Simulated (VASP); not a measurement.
Write the native input for VASP 6.6.1 that does the following.

* Task: electric field gradients
* Functional: PBEsol
* Potentials or basis: VASP PAW PBE potentials, release 64 (Ta_pv, N)
* Cutoff: 520 eV
* k mesh: 12 × 12 × 10
* Occupations: fermi-dirac, width 0.02 eV
* Spin: no spin polarisation
* Dipole correction: no
* Further INCAR settings: ALGO = Normal; EDIFF = 1e-08; NBANDS = 15

The structure of TaN lies in POSCAR:

```
TaN
1.0
    2.9086188698      0.0000000000      0.0000000000
   -1.4543094349      2.5189378312      0.0000000000
    0.0000000000      0.0000000000      2.8830000000
Ta N
1 1
Direct
    0.3333333333      0.6666666667      0.5000000000
    0.0000000000      0.0000000000      0.0000000000
```

This cell differs from its parent crystal: equal xx and yy strain of -1 %.

One way to write it, as run:

INCAR

```
ALGO     = Normal         # electronic algorithm
EDIFF    = 1E-8           # SCF threshold, eV
ENCUT    = 520            # plane-wave cutoff, eV
GGA      = PS             # functional
ISIF     = 2              # what is computed and relaxed
ISMEAR   = -1             # smearing method
LASPH    = True           # aspherical terms in the spheres
LCHARG   = False          # write CHGCAR
LEFG     = True         
LREAL    = False          # projectors in reciprocal space
LWAVE    = False          # write WAVECAR
NBANDS   = 15             # bands
NELM     = 100            # most SCF steps
PREC     = Accurate       # precision mode
SIGMA    = 0.02           # smearing width, eV
```

KPOINTS

```
k-points
0
Gamma
  12 12 10
```

Potentials or basis: VASP PAW PBE potentials, release 64 (Ta_pv, N).

The run is started by

```bash
$ cat potpaw_PBE.64/Ta_pv/POTCAR potpaw_PBE.64/N/POTCAR > POTCAR
$ mpirun -np 1 vasp_std > vasp.out
```

Results of the run:

```yaml
Pressure: 2.9 GPa
Band_gap_on_the_k_mesh: zero (band 8 reaches 8.68 eV, above the bottom of band 9 at 8.18 eV)
```

Caveat: the cell differs from its parent crystal (equal xx and yy strain of -1 %); without QUAD_EFG the Cq values of the log hold for a quadrupole moment of 1 mb, not for the nuclei; the PAW data sets were made with another functional, which shifts forces and pressure a little; spin-orbit coupling is left out, which moves the levels of the heavy elements.

Run time: 28 s on 1 thread of Intel(R) Xeon(R) Platinum 8259CL CPU @ 2.50GHz (Skylake/Cascade Lake), on a shared host, peak memory 0.16 GiB.
